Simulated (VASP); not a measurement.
TiSiTe4:

```xyz
6
Lattice="6.1228 0.0000 0.0000 -3.0614 5.3025 0.0000 0.0000 0.0000 7.4527" Properties=species:S:1:pos:R:3 pbc="T T T"
Ti    0.0000    0.0000    1.1900
Si    0.0000    0.0000    3.5871
Te    3.0614    0.0000    1.9891
Te   -1.5307    2.6512    1.9891
Te    1.5307    2.6512    1.9891
Te    0.0000    0.0000    5.9422
```

The cell was built from a structure type or drawn by symmetry, and may not be a known phase.

```yaml
Program: VASP 6.6.1
Task: relaxation of cell and atoms
Functional: PBE
Potentials_or_basis: VASP PAW PBE potentials, release 64 (Ti_sv, Si, Te)
Cutoff: 600 eV
k_mesh: 3 × 3 × 4
Occupations: gaussian, width 0.1 eV
Spin: no spin polarisation
```

At the start: pressure -0.1 GPa; volume 40.33 Å³/atom.

How do energy, volume and symmetry change on relaxing?

Over 13 steps the energy falls by 4.5 meV/atom and the volume is 39.99 Å³/atom (-0.8 %); space group P6mm (No. 183, to 0.1 Å) before and after.

The path:
```tsv
step	energy change (eV)	largest force (eV/Å)	pressure (GPa)	volume (Å³)
1	0.0000	0.3702	-0.08	241.96
2	-0.0062	0.1990	-0.08	241.26
3	-0.0063	0.2158	-0.08	241.13
4	-0.0114	0.1708	0.07	239.92
5	-0.0119	0.1929	0.32	238.25
6	-0.0126	0.1804	0.23	238.95
7	-0.0169	0.1650	0.10	239.60
8	-0.0202	0.2524	-0.11	240.80
9	-0.0246	0.0954	-0.10	240.64
10	-0.0261	0.0730	-0.08	240.47
11	-0.0265	0.0562	0.04	239.76
12	-0.0266	0.0588	0.03	239.86
13	-0.0267	0.0358	0.01	239.92
```

Final structure:
```xyz
6
Lattice="6.1131 0.0000 0.0000 -3.0566 5.2941 0.0000 0.0000 0.0000 7.4133" Properties=species:S:1:pos:R:3 pbc="T T T"
Ti    0.0000    0.0000    1.1118
Si    0.0000    0.0000    3.4811
Te    0.0000    5.2941    2.0480
Te    4.5848    2.6471    2.0480
Te    1.5283    2.6471    2.0480
Te    0.0000    0.0000    5.8613
```

Caveat: the k points lie up to 0.40 Å⁻¹ apart in the final cell, too coarse for converged energies and pressures of a metal.
